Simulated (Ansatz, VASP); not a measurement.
## One calculation of Ge5W, two programs

```
Ge W
1.0
     4.64562    0.00000    0.00000
    -2.32281    4.02322    0.00000
     0.00000    0.00000    6.30620
Ge W
5 1
Cartesian
  2.3228 1.3411 5.0197
  0.0000 0.0000 0.0000
  2.3228 1.3411 1.2865
  0.0000 2.6821 1.2865
  0.0000 2.6821 5.0197
  0.0000 0.0000 3.1531
```

Change from the starting cell: species swapped into the BaSn5 type (P6/mmm, No. 191).

Alike in both runs: task single point; functional PBE; k mesh 6 × 6 × 4; occupations gaussian, width 0.1 eV; no spin polarisation.

|  | VASP | Ansatz |
| --- | --- | --- |
| version | VASP 6.6.1 | Ansatz 0.2.0 |
| potentials or method | VASP PAW PBE potentials, release 64 (Ge_d, W_sv), cutoff 520 eV | scalar-relativistic, plane waves, PAW |
| valence electrons in the cell | 84 | 84 |

```tsv
	VASP	Ansatz	Ansatz less VASP
gap on the k mesh at the Fermi level (eV)	none	none	-
pressure (GPa)	-3.2	-3.3	-0.03
traceless stress, the component that is largest in VASP (GPa)	-9.25	-9.26	-0.009
rms of the force components (eV/Å)	0.903	0.900	-0.0025
```

Atom by atom the forces differ by 0.002 eV/Å (rms over components). A gap of «none» marks a metal or a gap that the smearing closes.

Spin-orbit coupling is off throughout.
